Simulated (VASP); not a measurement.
AlRu:

```
Al Ru
1.0
     2.99160    0.00000    0.00000
     0.00000    2.99160    0.00000
     0.00000    0.00000    2.99160
Al Ru
1 1
Direct
  0.00000 0.00000 0.00000
  0.50000 0.50000 0.50000
```

```yaml
Program: VASP 6.6.1
Task: relaxation of cell and atoms
Functional: PBEsol
Potentials_or_basis: VASP PAW PBE potentials, release 64 (Al, Ru_pv)
Cutoff: 600 eV
k_mesh: 14 × 14 × 14
Occupations: fermi-dirac, width 0.05 eV
Spin: no spin polarisation
```

At the start: pressure -3.2 GPa; volume 13.39 Å³/atom.

**Question.** Where does the relaxation end?

**Answer.** Over 3 steps the energy falls by 2.0 meV/atom and the volume is 13.19 Å³/atom (-1.5 %); space group Pm-3m (No. 221, to 0.1 Å) before and after.

The path:
| step | energy change (eV) | largest force (eV/Å) | pressure (GPa) | volume (Å³) |
| --- | --- | --- | --- | --- |
| 1 | 0.0000 | 0.0000 | -3.19 | 26.77 |
| 2 | 0.0064 | 0.0000 | 5.54 | 25.75 |
| 3 | -0.0040 | 0.0000 | -0.02 | 26.38 |

Final structure:
```yaml
crystal:
  lattice:
    - [2.97673, 0.00000, 0.00000]
    - [0.00000, 2.97673, 0.00000]
    - [0.00000, 0.00000, 2.97673]
  atoms:
    - { symbol: Al, position: [0.00000, 0.00000, 0.00000] }
    - { symbol: Ru, position: [0.50000, 0.50000, 0.50000] }
```

Caveat: the PAW data sets were made with another functional, which shifts forces and pressure a little.
